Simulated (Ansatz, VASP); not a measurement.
## Sr in VASP and in Ansatz

INCAR

```
  PREC = Accurate
  ENCUT = 520
  EDIFF = 1E-6
  ISMEAR = -1
  SIGMA = 0.05
  LREAL = F
  LASPH = T
  NELM = 80
  ALGO = Normal
  ISIF = 2
  LWAVE = F
  LCHARG = F
  GGA = CA
  NBANDS = 11
```

KPOINTS

```
regular mesh
0
Gamma
  13 13 13
```

The input POSCAR:

```
Sr
1.0
    0.0000000000      2.5089026563      2.5089026563
    2.5089026563      0.0000000000      2.5089026563
    2.5089026563      2.5089026563      0.0000000000
Sr
1
Direct
    0.0000000000      0.0000000000      0.0000000000
```

Input for Ansatz:

```yaml
crystal:
  lattice:
    - [0.0, 2.5089026563, 2.5089026563]
    - [2.5089026563, 0.0, 2.5089026563]
    - [2.5089026563, 2.5089026563, 0.0]
  atoms:
    - { symbol: Sr, position: [0.0, 0.0, 0.0] }
kpoints:
  mp_grid: { grid: [13, 13, 13] }
scf:
  occupations: { method: fermi_dirac, width: 0.05 }
hamiltonian:
  xc: lda
  pseudopotentials: { kind: all_electron, lapw: { basis_error: 0.001 } }
output:
  forces: true
  stress: true
  eigenvalues: true
  populations: true
```

Change from the starting cell: volume scaled by 0.65, LAPW.

Alike in both runs: task single point; functional LDA; k mesh 13 × 13 × 13; occupations fermi-dirac, width 0.05 eV; no spin polarisation.

|  | VASP | Ansatz |
| --- | --- | --- |
| version | VASP 6.6.1 | Ansatz 0.2.0 |
| potentials or method | VASP PAW LDA potentials, release 64 (Sr_sv), cutoff 520 eV | all-electron LAPW, scalar-relativistic |

VASP gave:

| Property | Result |
| --- | --- |
| pressure (GPa) | 11.0 |

Task: Which values does Ansatz return?

Result: Pressure (GPa): 10.9.

LDA's correlation is that of Perdew and Zunger in VASP and of Perdew and Wang (1992) in Ansatz. Ansatz ran all-electron here, and VASP with PAW potentials.
